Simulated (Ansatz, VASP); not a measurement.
# Ti2WN3 in VASP and in Ansatz

Contents of INCAR:

```
SYSTEM = Ti2WN3
PREC = Accurate
ENCUT = 520
EDIFF = 1E-6
ISMEAR = 0
SIGMA = 0.1
LREAL = .FALSE.
LASPH = .TRUE.
NELM = 100
ALGO = Normal
ISIF = 2
LWAVE = .FALSE.
LCHARG = .FALSE.
GGA = PE
NBANDS = 36
```

File KPOINTS:

```
regular mesh
0
G
  12 12 6
  0 0 0
```

The input POSCAR:

```
Ti2WN3
1.0
    2.9741191325      0.0000000000      0.0000000000
   -1.4870595663      2.5756627226      0.0000000000
    0.0000000000      0.0000000000      7.6611551711
Ti W N
2 1 3
Direct
    0.3333333333      0.6666666667      0.6561115132
    0.6666666667      0.3333333333      0.3438884868
    0.0000000000      0.0000000000      0.0000000000
    0.6666666667      0.3333333333      0.8241894479
    0.3333333333      0.6666666667      0.1758105521
    0.0000000000      0.0000000000      0.5000000000
```

Input for Ansatz:

```yaml
crystal:
  lattice:
    - [2.9741191325, 0.0, 0.0]
    - [-1.4870595663, 2.5756627226, 0.0]
    - [0.0, 0.0, 7.6611551711]
  atoms:
    - { symbol: Ti, position: [0.3333333333, 0.6666666667, 0.6561115132] }
    - { symbol: Ti, position: [0.6666666667, 0.3333333333, 0.3438884868] }
    - { symbol: W, position: [0.0, 0.0, 0.0] }
    - { symbol: "N", position: [0.6666666667, 0.3333333333, 0.8241894479] }
    - { symbol: "N", position: [0.3333333333, 0.6666666667, 0.1758105521] }
    - { symbol: "N", position: [0.0, 0.0, 0.5] }
basis:
  ecutwfc: 420
kpoints:
  mp_grid: { grid: [12, 12, 6] }
  band_path:
    path:
      - [[0.0, 0.0, 0.0], [0.5, 0.0, 0.0], [0.33333333, 0.33333333, 0.0], [0.0, 0.0, 0.0], [0.0, 0.0, 0.5], [0.5, 0.0, 0.5], [0.33333333, 0.33333333, 0.5], [0.0, 0.0, 0.5]]
      - [[0.5, 0.0, 0.5], [0.5, 0.0, 0.0]]
      - [[0.33333333, 0.33333333, 0.5], [0.33333333, 0.33333333, 0.0]]
    npoints: 14
hamiltonian:
  xc: pbe
scf:
  occupations: { method: gaussian, width: 0.1 }
  n_extra_bands: 15
output:
  forces: true
  stress: true
  eigenvalues: true
  populations: true
  dos: { projected: true, de: 0.02, nscf_kmesh: { grid: [15, 15, 8] } }
  bader: true
  write_density: true
  write_potential: true
  elf: true
  volumetric_format: npy
```

Alike in both runs: task single point; functional PBE; k mesh 12 × 12 × 6; occupations gaussian, width 0.1 eV; no spin polarisation.

|  | VASP | Ansatz |
| --- | --- | --- |
| version | VASP 6.6.1 | Ansatz 0.2.0 |
| potentials or method | VASP PAW PBE potentials, release 64 (Ti_sv, W_sv, N), cutoff 520 eV | scalar-relativistic, plane waves, PAW |
| valence electrons in the cell | 53 | 53 |

|  | VASP | Ansatz | Ansatz less VASP |
| --- | --- | --- | --- |
| gap on the k mesh at the Fermi level (eV) | none | none | - |
| pressure (GPa) | 0.8 | 0.0 | -0.75 |
| traceless stress, the component that is largest in VASP (GPa) | -0.09 | -0.05 | +0.032 |
| rms of the force components (eV/Å) | 0.012 | 0.003 | -0.0089 |

Atom by atom the forces differ by 0.009 eV/Å (rms over components). A gap of «none» marks a metal or a gap that the smearing closes. The functional is the same, so the differences come from potentials, cutoffs and numerics.

Neither program's run includes spin-orbit coupling.
